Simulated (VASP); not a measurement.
**Mo: single point with r2SCAN**

Mo:

```
CELL_PARAMETERS angstrom
0.00000 2.26187 1.59915
2.26187 0.00000 1.59915
2.26187 2.26187 0.00000
ATOMIC_POSITIONS crystal
Mo 0.00000 0.00000 0.00000
```

This cell differs from its parent crystal: ratio of the length along z to the lengths across it x 0.707, volume and fractional coordinates fixed.

```yaml
Program: VASP 6.6.1
Task: single point
Functional: r2SCAN
Potentials_or_basis: VASP PAW PBE potentials, release 64 (Mo_sv)
Cutoff: 520 eV
k_mesh: 22 × 22 × 22
Occupations: gaussian, width 0.15 eV
Spin: no spin polarisation
```

* Pressure: -10.2 GPa
* Band gap on the k mesh: zero (bands 7 and 8 overlap by 5.22 eV)

Levels at points of the mesh, in eV from the Fermi level:
```csv
k point,band 4,band 5,band 6,band 7,band 8,band 9,band 10,band 11
"(0.00, 0.00, 0.00)",-35.79,-7.50,-1.33,-1.32,-1.32,1.85,1.85,15.44
"(0.50, 0.00, 0.00)",-35.80,-5.30,-3.36,1.42,1.80,2.46,4.62,11.55
"(0.50, 0.50, 0.00)",-36.69,-5.27,-5.27,3.89,3.89,3.89,9.12,9.12
"(0.50, 0.00, 0.50)",-35.80,-5.30,-3.35,1.42,1.80,2.46,4.62,11.55
```

Run time: 11 min on 1 thread of Intel Xeon 8259CL, on a shared host, peak memory 0.28 GiB.

Caveat: the cell stands under tension; the PAW data sets were made with another functional, which shifts forces and pressure a little.
